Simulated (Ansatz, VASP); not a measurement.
# Two plane-wave programs on Nb

```xyz
1
Lattice="0.0000 2.1150 2.1150 1.9035 0.0000 2.1150 1.9035 2.1150 0.0000" Properties=species:S:1:pos:R:3 pbc="T T T"
Nb    0.0000    0.0000    0.0000
```

Change from the starting cell: strain -0.1000 x Voigt [1, 0, 0, 0, 0, 0], atoms carried along.

Alike in both runs: task single point; functional PBEsol; k mesh 20 × 20 × 20; occupations gaussian, width 0.15 eV; no spin polarisation.

|  | VASP | Ansatz |
| --- | --- | --- |
| version | VASP 6.6.1 | Ansatz 0.2.0 |
| potentials or method | VASP PAW PBE potentials, release 64 (Nb_sv), cutoff 500 eV | scalar-relativistic, plane waves, PAW |
| valence electrons in the cell | 13 | 13 |

|  | VASP | Ansatz | Ansatz less VASP |
| --- | --- | --- | --- |
| gap on the k mesh at the Fermi level (eV) | none | none | - |
| pressure (GPa) | 9.8 | 10.2 | +0.39 |
| traceless stress, the component that is largest in VASP (GPa) | -15.94 | -16.01 | -0.066 |

VASP's potentials were made for PBE, not for PBEsol. A gap of «none» marks a metal or a gap that the smearing closes.
